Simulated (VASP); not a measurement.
# TiN (Fm-3m) in VASP: notebook

TiN is run at these levels: PBE; tasks: single point, relaxation of cell and atoms.

All numbers are computed with VASP 6.6.1; they aren't measurements. Logs are shortened: lines on timing, memory, paths and dates and some standing lists are left out, and cuts for length are marked.

### Step 1. The cell of the first run

Symmetry: Fm-3m, No. 225, cubic system. The conventional cell has a = 4.247 Å, b = 4.247 Å, c = 4.247 Å, α = 90.00°, β = 90.00°, γ = 90.00°. Within 2.8 Å of Ti (site symmetry m-3m) lie 6 N at 2.12 Å. N (site symmetry m-3m) has 6 Ti at 2.12 Å within 2.8 Å.

### Step 2. Single point, PBE

File INCAR:

```
SYSTEM = TiN
  ALGO = Normal
  EDIFF = 1E-6
  ENCUT = 520
  GGA = PE
  ISIF = 2
  ISMEAR = 0
  LASPH = .TRUE.
  LCHARG = .TRUE.
  LELF = .TRUE.
  LREAL = .FALSE.
  LVHAR = .TRUE.
  LWAVE = .FALSE.
  NBANDS = 16
  NELM = 100
  PREC = Accurate
  SIGMA = 0.1
```

File KPOINTS:

```
k-points
0
G
  20 20 20
  0 0 0
```

File POSCAR:

```
TiN
1.0
    0.0000000000      2.1233771411      2.1233771411
    2.1233771411      0.0000000000      2.1233771411
    2.1233771411      2.1233771411      0.0000000000
Ti N
1 1
Direct
    0.0000000000      0.0000000000      0.0000000000
    0.5000000000      0.5000000000      0.5000000000
```

Potentials or basis: VASP PAW PBE potentials, release 64 (Ti_sv, N).

Run with:

```console
> cat potpaw_PBE.64/Ti_sv/POTCAR potpaw_PBE.64/N/POTCAR > POTCAR
> mpirun -np 1 vasp_std > vasp.out
```

OUTCAR:

```text
SYSTEM = TiN
   EDIFF = 1E-6
   ENCUT = 520
   GGA = PE
   ISIF = 2
   ISMEAR = 0
   LASPH = .TRUE.
   LREAL = .FALSE.
   NELM = 100
   PREC = Accurate

 ion  position               nearest neighbor table
   1  0.000  0.000  0.000-   2 2.12   2 2.12   2 2.12   2 2.12   2 2.12   2 2.12
   2  0.500  0.500  0.500-   1 2.12   1 2.12   1 2.12   1 2.12   1 2.12   1 2.12

  LATTYP: Found a face centered cubic cell.
 ALAT       =     4.2467542822

  Lattice vectors:

 A1 = (   0.0000000000,   2.1233771411,   2.1233771411)
 A2 = (   2.1233771411,   0.0000000000,   2.1233771411)
 A3 = (   2.1233771411,   2.1233771411,   0.0000000000)

Analysis of symmetry for initial positions (statically):
=====================================================================
 Subroutine PRICEL returns:
 Original cell was already a primitive cell.

 Routine SETGRP: Setting up the symmetry group for a
 face centered cubic supercell.

 Subroutine GETGRP returns: Found 48 space group operations
 (whereof 48 operations were pure point group operations)
 out of a pool of 48 trial point group operations.

The static configuration has the point symmetry O_h .

Analysis of symmetry for dynamics (positions and initial velocities):
=====================================================================
 Subroutine PRICEL returns:
 Original cell was already a primitive cell.

 Routine SETGRP: Setting up the symmetry group for a
 face centered cubic supercell.

 Subroutine GETGRP returns: Found 48 space group operations
 (whereof 48 operations were pure point group operations)
 out of a pool of 48 trial point group operations.

The dynamic configuration has the point symmetry O_h .

 Subroutine INISYM returns: Found 48 space group operations
 (whereof 48 operations are pure point group operations),
 and found     1 'primitive' translations

----------------------------------------------------------------------------------------

                                     Primitive cell

  volume of cell :      19.1475

  direct lattice vectors                    reciprocal lattice vectors
     0.000000000  2.123377141  2.123377141    -0.235473949  0.235473949  0.235473949
     2.123377141  0.000000000  2.123377141     0.235473949 -0.235473949  0.235473949
     2.123377141  2.123377141  0.000000000     0.235473949  0.235473949 -0.235473949

  length of vectors
     3.002908751  3.002908751  3.002908751     0.407852843  0.407852843  0.407852843

  position of ions in fractional coordinates (direct lattice)
     0.000000000  0.000000000  0.000000000
     0.500000000  0.500000000  0.500000000

  ion indices of the primitive-cell ions
   primitive index   ion index
                 1           1
                 2           2

----------------------------------------------------------------------------------------

 KPOINTS: k-points

Automatic generation of k-mesh.
 Grid dimensions read from file:
 generate k-points for:   20   20   20

 Generating k-lattice:

  Cartesian coordinates                     Fractional coordinates (reciprocal lattice)
    -0.011773697  0.011773697  0.011773697     0.050000000  0.000000000  0.000000000
     0.011773697 -0.011773697  0.011773697     0.000000000  0.050000000  0.000000000
     0.011773697  0.011773697 -0.011773697     0.000000000  0.000000000  0.050000000

  Length of vectors
     0.020392642  0.020392642  0.020392642

  Shift w.r.t. Gamma in fractional coordinates (k-lattice)
     0.000000000  0.000000000  0.000000000

 Subroutine IBZKPT returns following result:
 ===========================================

 Found    256 irreducible k-points:

 Following reciprocal coordinates:
            Coordinates               Weight
  0.000000  0.000000  0.000000      1.000000
  0.050000  0.000000  0.000000      8.000000
  0.100000  0.000000  0.000000      8.000000
  0.150000  0.000000  0.000000      8.000000
  0.200000  0.000000  0.000000      8.000000
  0.250000  0.000000  0.000000      8.000000
[... 16 lines left out ...]
 -0.400000  0.050000  0.000000     24.000000
 -0.350000  0.050000  0.000000     24.000000
 [... further k-points ...]
   k-points           NKPTS =    256   k-points in BZ     NKDIM =    256   number of bands    NBANDS=     16
   number of dos      NEDOS =    301   number of ions     NIONS =      2
   total plane-waves  NPLWV =  13824
   dimension x,y,z NGX =    24 NGY =   24 NGZ =   24
   dimension x,y,z NGXF=    48 NGYF=   48 NGZF=   48
   ions per type =               1   1
   NGX,Y,Z   is equivalent  to a cutoff of  13.29, 13.29, 13.29 a.u.
   NGXF,Y,Z  is equivalent  to a cutoff of  26.57, 26.57, 26.57 a.u.
 SYSTEM =  TiN
   PREC   = accura    normal or accurate (medium, high low for compatibility)
   ISTART =      0    job   : 0-new  1-cont  2-samecut
   ICHARG =      2    charge: 1-file 2-atom 10-const
   ISPIN  =      1    spin polarized calculation?
   LNONCOLLINEAR =      F non collinear calculations
   LSORBIT =      F    spin-orbit coupling
   LASPH  =      T    aspherical Exc in radial PAW
   ENCUT  =  520.0 eV  38.22 Ry    6.18 a.u.   5.58  5.58  5.58*2*pi/ulx,y,z
   NELM   =    100;   NELMIN=  2; NELMDL= -5     # of ELM steps
   EDIFF  = 0.1E-05   stopping-criterion for ELM
   LREAL  =      F    real-space projection
   EDIFFG = 0.1E-04   stopping-criterion for IOM
   NSW    =      0    number of steps for IOM
   IBRION =     -1    ionic relax: 0-MD 1-quasi-New 2-CG
   NFREE  =      0    steps in history (QN), initial steepest desc. (CG)
   ISIF   =      2    stress and relaxation
   ISYM   =      2    0-nonsym 1-usesym 2-fastsym
   POTIM  = 0.5000    time-step for ionic-motion
   TEBEG  =    0.0;   TEEND  =   0.0 temperature during run
   PSTRESS=    0.0 pullay stress
   NELECT =      17.0000    total number of electrons
   NUPDOWN=      -1.0000    fix difference up-down
   EMIN   =  10.00;   EMAX   =-10.00  energy-range for DOS
   EFERMI =   0.00;   METHOD = LEGACY
   ISMEAR =     0;   SIGMA  =   0.10  broadening in eV -4-tet -1-fermi 0-gaus
   EFERMI_NEDOS =   21; number of points for ismear=-14 and -15
   IALGO  =     38    algorithm
   IMIX   =      4    mixing-type and parameters
     AMIX     =   0.40;   BMIX     =  1.00
     AMIX_MAG =   1.60;   BMIX_MAG =  1.00
  volume/ion in A,a.u.               =       9.57        64.61
  Fermi-wavevector in a.u.,A,eV,Ry     =   1.573454  2.973397 33.684718  2.475757
  Thomas-Fermi vector in A             =   2.674736
   LORBIT       =      0    0 simple, 1 ext, 2 COOP (PROOUT), +10 PAW based schemes
   GGA     = PE    functional components
   LHFCALC =     F    Hartree Fock is set to
   AEXX    =    0.0000 exact exchange contribution
   IVDW    =     0    specifies the selected vdW correction
   LEPSILON=     F    determine dielectric tensor
   LRPA    =     F    only Hartree local field effects (RPA)
 non-spin polarized calculation
 Gauss-broadening in eV      SIGMA  =   0.10
  energy-cutoff  :      520.00
  volume of cell :       19.15
 maximum number of plane-waves:       533
   NGX = 11   NGY = 11   NGZ = 11

 number of electron      17.0000002 magnetization

 Free energy of the ion-electron system (eV)
  ---------------------------------------------------
  ext. energy  EPLUGINS =         0.00000000
  ---------------------------------------------------
  free energy    TOTEN  =       -19.63981583 eV

  energy without entropy =      -19.63639000  energy(sigma->0) =      -19.63810292

 E-fermi :  11.4033     XC(G=0): -13.0004

 val. band max:       11.4021199325   @ k =   0.2500   0.0500   0.0000
 cond. band min:      11.4187604040   @ k =  -0.1500   0.1500   0.0000
 fundamental gap:      0.0166404715
 Fermi energy:        11.4033321882

 k-point     1 :       0.0000    0.0000    0.0000
  band No.  band energies     occupation
      1     -46.4775      2.00000
      2     -22.4595      2.00000
      3     -22.4595      2.00000
      4     -22.4595      2.00000
      5      -5.6793      2.00000
      6       9.3618      2.00000
[... 8 lines left out ...]
     15      24.5634      0.00000
     16      31.0944      0.00000

 k-point     2 :       0.0500    0.0000    0.0000
  band No.  band energies     occupation
      1     -46.4752      2.00000
      2     -22.4758      2.00000
      3     -22.4609      2.00000
      4     -22.4609      2.00000
      5      -5.6307      2.00000
      6       9.0607      2.00000
[... 8 lines left out ...]
     15      24.6022      0.00000
     16      31.0293      0.00000

 k-point     3 :       0.1000    0.0000    0.0000
  band No.  band energies     occupation
      1     -46.4685      2.00000
      2     -22.5229      2.00000
      3     -22.4648      2.00000
      4     -22.4648      2.00000
      5      -5.4878      2.00000
      6       8.3908      2.00000
[... 8 lines left out ...]
     15      24.6702      0.00000
     16      30.8125      0.00000

 k-point     4 :       0.1500    0.0000    0.0000
  band No.  band energies     occupation
      1     -46.4580      2.00000
      2     -22.5956      2.00000
      3     -22.4710      2.00000
      4     -22.4710      2.00000
      5      -5.2595      2.00000
      6       7.5771      2.00000
[... 8 lines left out ...]
     15      24.6545      0.00000
     16      30.3855      0.00000

 k-point     5 :       0.2000    0.0000    0.0000
  band No.  band energies     occupation
      1     -46.4448      2.00000
      2     -22.6860      2.00000
      3     -22.4787      2.00000
      4     -22.4787      2.00000
      5      -4.9602      2.00000
      6       6.7176      2.00000
[... 8 lines left out ...]
     15      24.4890      0.00000
     16      29.7252      0.00000

 k-point     6 :       0.2500    0.0000    0.0000
  band No.  band energies     occupation
      1     -46.4301      2.00000
      2     -22.7846      2.00000
      3     -22.4872      2.00000
      4     -22.4872      2.00000
      5      -4.6096      2.00000
      6       5.8703      2.00000
[... 8 lines left out ...]
     15      24.2713      0.00000
     16      28.8960      0.00000

 k-point     7 :       0.3000    0.0000    0.0000
  band No.  band energies     occupation
      1     -46.4154      2.00000
      2     -22.8816      2.00000
      3     -22.4958      2.00000
      4     -22.4958      2.00000
      5      -4.2333      2.00000
      6       5.0794      2.00000
[... 8 lines left out ...]
     15      24.2012      0.00000
     16      28.0137      0.00000

 k-point     8 :       0.3500    0.0000    0.0000
  band No.  band energies     occupation
      1     -46.4021      2.00000
      2     -22.9679      2.00000
      3     -22.5034      2.00000
      4     -22.5034      2.00000
      5      -3.8637      2.00000
      6       4.3857      2.00000
[... 8 lines left out ...]
     15      24.3756      0.00000
     16      27.1889      0.00000

 k-point     9 :       0.4000    0.0000    0.0000
  band No.  band energies     occupation
      1     -46.3915      2.00000
      2     -23.0356      2.00000
      3     -22.5095      2.00000
      4     -22.5095      2.00000
      5      -3.5428      2.00000
      6       3.8335      2.00000
[... 8 lines left out ...]
     15      24.6959      0.00000
     16      26.5146      0.00000
[... 172 lines left out ...]
 k-point    19 :       0.4000    0.0500    0.0000
  band No.  band energies     occupation
      1     -46.3935      2.00000
      2     -23.0112      2.00000
      3     -22.5170      2.00000
      4     -22.5109      2.00000
      5      -3.6479      2.00000
      6       4.0288      2.00000
[... 8 lines left out ...]
     15      24.5516      0.00000
     16      26.6971      0.00000

 k-point    20 :       0.4500    0.0500    0.0000
  band No.  band energies     occupation
      1     -46.3854      2.00000
      2     -23.0619      2.00000
      3     -22.5191      2.00000
      4     -22.5184      2.00000
      5      -3.3950      2.00000
      6       3.6162      2.00000
[... 8 lines left out ...]
     15      24.8496      0.00000
     16      26.1517      0.00000

 k-point    21 :       0.5000    0.0500    0.0000
  band No.  band energies     occupation
      1     -46.3815      2.00000
      2     -23.0858      2.00000
      3     -22.5238      2.00000
      4     -22.5183      2.00000
      5      -3.2672      2.00000
      6       3.4152      2.00000
[... 8 lines left out ...]
     15      25.0167      0.00000
     16      25.8740      0.00000

 k-point    22 :      -0.4500    0.0500    0.0000
  band No.  band energies     occupation
      1     -46.3823      2.00000
      2     -23.0810      2.00000
      3     -22.5265      2.00000
      4     -22.5148      2.00000
      5      -3.2926      2.00000
      6       3.4547      2.00000
[... 8 lines left out ...]
     15      24.9738      0.00000
     16      25.8891      0.00000

 k-point    23 :      -0.4000    0.0500    0.0000
  band No.  band energies     occupation
      1     -46.3877      2.00000
      2     -23.0477      2.00000
      3     -22.5262      2.00000
      4     -22.5088      2.00000
      5      -3.4653      2.00000
      6       3.7290      2.00000
[... 8 lines left out ...]
     15      24.7438      0.00000
     16      26.1760      0.00000

 k-point    24 :      -0.3500    0.0500    0.0000
  band No.  band energies     occupation
      1     -46.3970      2.00000
      2     -22.9889      2.00000
      3     -22.5229      2.00000
      4     -22.5009      2.00000
      5      -3.7491      2.00000
      6       4.2023      2.00000
[... 8 lines left out ...]
     15      24.4339      0.00000
     16      26.6887      0.00000

 [... further k-points ...]

------------------------ aborting loop because EDIFF is reached ----------------------------------------

  FORCE on cell =-STRESS in cart. coord.  units (eV):
  Direction    XX          YY          ZZ          XY          YZ          ZX
  --------------------------------------------------------------------------------------
  -------------------------------------------------------------------------------------
  Total        0.0522270      0.0522270      0.0522270      0.0000000      0.0000000      0.0000000
  in kB        4.3701306      4.3701306      4.3701306      0.0000000      0.0000000      0.0000000
  external PRESSURE =       4.3701306 kB  Pullay stress =       0.0000000 kB

 VOLUME and BASIS-vectors are now :
 -----------------------------------------------------------------------------
  energy-cutoff  :      520.00
  volume of cell :       19.15
      direct lattice vectors                 reciprocal lattice vectors
     0.000000000  2.123377141  2.123377141    -0.235473949  0.235473949  0.235473949
     2.123377141  0.000000000  2.123377141     0.235473949 -0.235473949  0.235473949
     2.123377141  2.123377141  0.000000000     0.235473949  0.235473949 -0.235473949

 POSITION                                       TOTAL-FORCE (eV/Angst)
 -----------------------------------------------------------------------------------
      0.00000      0.00000      0.00000         0.000000      0.000000     -0.000000
      2.12338      2.12338      2.12338        -0.000000     -0.000000      0.000000
 -----------------------------------------------------------------------------------
    total drift:                                0.000000     -0.000000     -0.000000

  FREE ENERGIE OF THE ION-ELECTRON SYSTEM (eV)
  ---------------------------------------------------
  free  energy   TOTEN  =       -19.6398158285 eV

  energy  without entropy=      -19.6363900016  energy(sigma->0) =      -19.63810292
```

It took 94 s on 1 thread of AMD EPYC 7R43 (Zen 3), shared host; peak memory 0.15 GiB.

What came out:

| Property | Result |
| --- | --- |
| Free energy | -19.6398 eV |
| Pressure | 0.4 GPa |
| Band gap on the k mesh | zero (an odd number of electrons rules out a gap without spin polarisation) |

[end of part 1 of 2]
